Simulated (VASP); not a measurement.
A run of VASP 6.6.1 is set up as follows.

The input INCAR:

```
SYSTEM = AlCo
  PREC = Accurate
  ENCUT = 520
  EDIFF = 1E-7
  ISMEAR = 0
  SIGMA = 0.15
  LREAL = .False.
  LASPH = .True.
  NELM = 80
  ALGO = Fast
  ISIF = 2
  LWAVE = .False.
  LCHARG = .True.
  GGA = PE
  LELF = .True.
  LVHAR = .True.
  NBANDS = 13
```

KPOINTS

```
regular mesh
0
Gamma
  22 22 22
  0 0 0
```

POSCAR

```
AlCo
1.0
    2.8946809455      0.0000000000      0.0000000000
    0.0000000000      2.8946809455      0.0000000000
    0.0000000000      0.0000000000      2.8519024094
Al Co
1 1
Direct
    0.0000000000      0.0000000000      0.0000000000
    0.5000000000      0.5000000000      0.5000000000
```

Potentials or basis: VASP PAW PBE potentials, release 64 (Al, Co).

Launch:

```sh
$ cat potpaw_PBE.64/Al/POTCAR potpaw_PBE.64/Co/POTCAR > POTCAR
$ mpirun -np 1 vasp_std > vasp.out
```

Problem. What does it give for the band gap on the k mesh?

Solution. Zero (bands 6 and 7 overlap by 2.63 eV).

Problem. What does it give for the pressure?

Solution. -5.0 GPa.

Stress tensor (GPa, compression positive):
```
-5.77  0.00  0.00
 0.00 -5.77  0.00
 0.00  0.00 -3.46
```

Caveat: the cell differs from its parent crystal (strain +0.0150 x Voigt [1, 1, 0, 0, 0, 0]); the cell stands under tension; the run has no spin polarisation, though such a crystal can be magnetic. Spin polarisation is off, so any magnetic state and its effect on volume and gap are missing.
